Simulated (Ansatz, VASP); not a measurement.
## GaN in VASP and in Ansatz

POSCAR

```
GaN
1.0
    0.0000000000      2.2535006075      2.2535006075
    2.2535006075      0.0000000000      2.2535006075
    2.2535006075      2.2535006075      0.0000000000
Ga N
1 1
Direct
    0.0000000000      0.0000000000      0.0000000000
    0.2500000000      0.2500000000      0.2500000000
```

File INCAR.step1:

```
ALGO = Normal
EDIFF = 1E-5
ENCUT = 520
GGA = PE
ISIF = 2
ISMEAR = -1
LASPH = True
LREAL = False
LWAVE = True
NBANDS = 16
NELM = 60
PREC = Accurate
SIGMA = 0.05
```

Contents of INCAR.step2:

```
AEXX = 0.1
ALGO = Normal
EDIFF = 1E-6
ENCUT = 520
ISIF = 2
ISMEAR = -1
ISTART = 1
LASPH = True
LCHARG = True
LELF = True
LHFCALC = True
LMIXTAU = True
LREAL = False
LVHAR = True
LWAVE = False
METAGGA = R2SCAN
NBANDS = 16
NELM = 60
PREC = Accurate
PRECFOCK = Normal
SIGMA = 0.05
```

File KPOINTS:

```
k-points
0
Gamma
  5 5 5
```

The input input.yaml:

```yaml
crystal:
  lattice:
    - [0.0, 2.2535006075, 2.2535006075]
    - [2.2535006075, 0.0, 2.2535006075]
    - [2.2535006075, 2.2535006075, 0.0]
  atoms:
    - { symbol: Ga, position: [0.0, 0.0, 0.0] }
    - { symbol: "N", position: [0.25, 0.25, 0.25] }
hamiltonian:
  xc: r2scanh
  pseudopotentials: { kind: paw }
kpoints:
  mp_grid: { grid: [5, 5, 5] }
  band_path:
    path:
      - [[0.0, 0.0, 0.0], [0.5, 0.0, 0.5], [0.5, 0.25, 0.75], [0.375, 0.375, 0.75], [0.0, 0.0, 0.0], [0.5, 0.5, 0.5], [0.625, 0.25, 0.625], [0.5, 0.25, 0.75], [0.5, 0.5, 0.5], [0.375, 0.375, 0.75]]
      - [[0.625, 0.25, 0.625], [0.5, 0.0, 0.5]]
    npoints: 4
scf:
  occupations: { method: fermi_dirac, width: 0.05 }
  n_extra_bands: 6
output:
  forces: true
  stress: true
  eigenvalues: true
  fatbands: false
  write_density: true
  write_potential: true
  elf: true
  volumetric_format: npy
```

Alike in both runs: functional r2SCANh; k mesh 5 × 5 × 5; occupations fermi-dirac, width 0.05 eV; no spin polarisation.

```csv
,VASP,Ansatz
version,VASP 6.6.1,Ansatz 0.2.0
potentials or method,"VASP PAW PBE potentials, release 64 (Ga_d, N)",Ansatz PAW
plane-wave cutoff (eV),520,500
valence electrons in the cell,18,18
task,single point,band structure
```

|  | VASP | Ansatz | Ansatz less VASP |
| --- | --- | --- | --- |
| gap on the k mesh at the Fermi level (eV) | 2.86 | 2.85 | -0.012 |
| least direct gap on the mesh (eV) | 2.86 | 2.85 | -0.012 |
| pressure (GPa) | -1.7 | -2.7 | -1.01 |

VASP's potentials were made for PBE, not for r2SCANh. With one functional, cell and mesh, what is left measures potentials, basis and numerics.

The k mesh is coarse, so the values compare programs but aren't converged.
